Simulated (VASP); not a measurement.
The system is Ru.

```
Ru
1.0
     2.72372    0.00000    0.00000
    -1.36186    2.35881    0.00000
     0.00000    0.00000    4.31026
Ru
2
Direct
  0.66667 0.33333 0.75000
  0.33333 0.66667 0.25000
```

Base run:

| Item | Value |
| --- | --- |
| Program | VASP 6.6.1 |
| Functional | r2SCAN |
| Dispersion | D3(BJ) |
| Potentials or basis | VASP PAW PBE potentials, release 64 (Ru_pv) |
| Cutoff | 520 eV |
| k mesh | 11 × 11 × 6 |
| Occupations | fermi-dirac, width 0.05 eV |
| Spin | no spin polarisation |

Its results: band gap on the k mesh zero (band 14 reaches 13.87 eV, above the bottom of band 15 at 10.77 eV); pressure -10.2 GPa.

The run is repeated on the same cell with these changes: dispersion from D3(BJ) to rVV10. What comes out?

Band gap on the k mesh zero (band 14 reaches 13.87 eV, above the bottom of band 15 at 10.76 eV); pressure -9.0 GPa.

Caveats: the PAW data sets were made with another functional, which shifts forces and pressure a little; pairwise dispersion overbinds metals, which lowers pressure and volume (some runs).
